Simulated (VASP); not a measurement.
Input of a VASP 6.6.1 run:

POSCAR

```
Tl
1.0
   -1.9575289571      1.9575289571      1.9575289571
    1.9575289571     -1.9575289571      1.9575289571
    1.9575289571      1.9575289571     -1.9575289571
Tl
1
Direct
    0.0000000000      0.0000000000      0.0000000000
```

Contents of INCAR.step1:

```
  PREC = Accurate
  ENCUT = 520
  ISMEAR = 0
  SIGMA = 0.05
  LREAL = F
  LASPH = T
  NELM = 100
  NBANDS = 12
  GGA = PE
  ALGO = Normal
  EDIFF = 1E-4
  LWAVE = T
  LCHARG = F
```

The input INCAR.step2:

```
  PREC = Accurate
  ENCUT = 520
  EDIFF = 1E-6
  ISMEAR = 0
  SIGMA = 0.05
  LREAL = F
  LASPH = T
  NELM = 100
  ALGO = Normal
  ISIF = 2
  LWAVE = F
  LCHARG = F
  METAGGA = R2SCAN
  LMIXTAU = T
  NBANDS = 12
  ISTART = 1
```

Contents of KPOINTS:

```
regular mesh
0
Gamma
  14 14 14
```

Potentials or basis: VASP PAW PBE potentials, release 64 (Tl_d).

Launch:

```console
$ cat potpaw_PBE.64/Tl_d/POTCAR > POTCAR
$ cp INCAR.step1 INCAR
$ mpirun -np 1 vasp_std > vasp.out
$ cp INCAR.step2 INCAR
$ mpirun -np 1 vasp_std > vasp.out
```

**Question.** Estimate the pressure.

**Answer.** 0.0 GPa.

Caveat: the PAW data sets were made with another functional, which shifts forces and pressure a little.
